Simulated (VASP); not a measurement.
A run of VASP 6.6.1 is set up as follows.

INCAR

```
SYSTEM = BaTiO3
PREC     = Accurate       ! precision mode
ENCUT    = 520            ! plane-wave cutoff, eV
EDIFF    = 1E-7           ! SCF threshold, eV
ISMEAR   = 0              ! smearing method
SIGMA    = 0.05           ! smearing width, eV
LREAL    = .FALSE.        ! projectors in reciprocal space
LASPH    = .TRUE.         ! aspherical terms in the spheres
NELM     = 60             ! most SCF steps
ALGO     = Normal         ! electronic algorithm
ISIF     = 2              ! what is computed and relaxed
LWAVE    = .FALSE.        ! write WAVECAR
LCHARG   = .TRUE.         ! write CHGCAR
GGA      = PE             ! functional
LELF     = .TRUE.         ! ELF
LVHAR    = .TRUE.       
NBANDS   = 51             ! bands
```

Contents of KPOINTS:

```
regular mesh
0
G
  8 6 6
  0 0 0
```

POSCAR

```
BaTiO3
1.0
   -3.9853536613      0.0000000000      0.0000000000
    0.0000000000      3.9853536613      4.2018072460
    0.0000000000      3.9853536613     -4.2018072460
Ba Ti O
2 2 6
Direct
    0.0000000000      0.9912564618      0.0087435382
    0.0000000000      0.4950623074      0.5049376926
    0.5000000000      0.5026569062      0.0335762374
    0.5000000000      0.9664237626      0.4973430938
    0.5000000000      0.2882706742      0.2504208996
    0.5000000000      0.7495791004      0.7117293258
    0.5000000000      0.2800834663      0.7199165337
    0.5000000000      0.7372919273      0.2627080727
    1.0000000000      0.4851640630      0.9677886694
    1.0000000000      0.0322113306      0.5148359370
```

Potentials or basis: VASP PAW PBE potentials, release 64 (Ba_sv, Ti_sv, O).

Launch:

```bash
$ cat potpaw_PBE.64/Ba_sv/POTCAR potpaw_PBE.64/Ti_sv/POTCAR potpaw_PBE.64/O/POTCAR > POTCAR
$ mpirun -np 1 vasp_std > vasp.out
```

Q: What does it give for the pressure?

A: 4.2 GPa.

Q: What does it give for the largest force?

A: 4.886 eV/Å.

Q: What does it give for the band gap on the k mesh?

A: 1.22 eV, indirect (least direct gap 1.59 eV).

Stress tensor (GPa, compression positive):
```
2.47 0.00 0.00
0.00 7.76 0.00
0.00 0.00 2.36
```

Caveat: the cell differs from its parent crystal (mode 24 (427.7 1/cm) frozen in, largest displacement +0.188 Å); spin-orbit coupling is left out, which moves the levels of the heavy elements; forces of over 1 eV/Å act on the atoms, so gaps and moduli don't describe the material at rest. A k mesh can miss the band edges.
